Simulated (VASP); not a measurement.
Set up this calculation in VASP 6.6.1, as the native input.

| Property | Result |
| --- | --- |
| Task | single point |
| Functional | PBEsol |
| Potentials or basis | VASP PAW PBE potentials, release 64 (Si) |
| Cutoff | 500 eV |
| k mesh | 17 × 17 × 17 |
| Occupations | fermi-dirac, width 0.08 eV |
| Spin | no spin polarisation |
| Dipole correction | no |
| Further INCAR settings | ALGO = Normal; EDIFF = 1e-06; NBANDS = 8 |

The structure of Si lies in POSCAR:

```
Si
1.0
    0.0000000000      1.9163200684      1.9163200684
    1.9163200684      0.0000000000      1.9163200684
    1.9163200684      1.9163200684      0.0000000000
Si
1
Direct
    0.0000000000      0.0000000000      0.0000000000
```

This isn't the form of Si at room conditions, which is diamond.

The input as run:

INCAR

```
SYSTEM = Si
ALGO = Normal
EDIFF = 1E-6
ENCUT = 500
GGA = PS
GGA_COMPAT = .False.
ISIF = 2
ISMEAR = -1
LASPH = .True.
LCHARG = .True.
LELF = .True.
LREAL = .False.
LVHAR = .True.
LWAVE = .False.
NBANDS = 8
NELM = 120
PREC = Accurate
SIGMA = 0.08
```

KPOINTS

```
k-points
0
Gamma
  17 17 17
  0 0 0
```

Potentials or basis: VASP PAW PBE potentials, release 64 (Si).

Run with:

```sh
$ cat potpaw_PBE.64/Si/POTCAR > POTCAR
$ mpirun -np 1 vasp_std > vasp.out
```

It gave:

| Property | Result |
| --- | --- |
| Pressure | 0.1 GPa |
| Band gap on the k mesh | zero (bands 2 and 3 overlap by 14.54 eV) |

Caveat: the PAW data sets were made with another functional, which shifts forces and pressure a little.

Wall time 13 s on 1 thread of Intel Xeon 8259CL, with other jobs on the host, peak memory 0.12 GiB.
